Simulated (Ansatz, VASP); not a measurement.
LiCl: VASP beside Ansatz

```xyz
2
Lattice="0.0000 2.4622 2.5648 2.4622 0.0000 2.5648 2.4622 2.4622 0.0000" Properties=species:S:1:pos:R:3 pbc="T T T"
Li    0.0000    0.0000    0.0000
Cl    2.4622    2.4622    2.5648
```

Change from the starting cell: strain -0.040 along x and y, +0.000 along z, atoms carried along.

Alike in both runs: task single point; functional PBE; k mesh 8 × 8 × 8; occupations gaussian, width 0.05 eV; no spin polarisation.

|  | VASP | Ansatz |
| --- | --- | --- |
| version | VASP 6.6.1 | Ansatz 0.2.0 |
| potentials or method | VASP PAW PBE potentials, release 64 (Li_sv, Cl), cutoff 520 eV | scalar-relativistic, plane waves, PAW |
| valence electrons in the cell | 10 | 10 |

|  | VASP | Ansatz | Ansatz less VASP |
| --- | --- | --- | --- |
| gap on the k mesh at the Fermi level (eV) | 6.76 | 6.74 | -0.019 |
| least direct gap on the mesh (eV) | 6.77 | 6.76 | -0.014 |

Noted on VASP's run: the cutoff is under 1.25 times that of the potentials, so the pressure is a little rough.
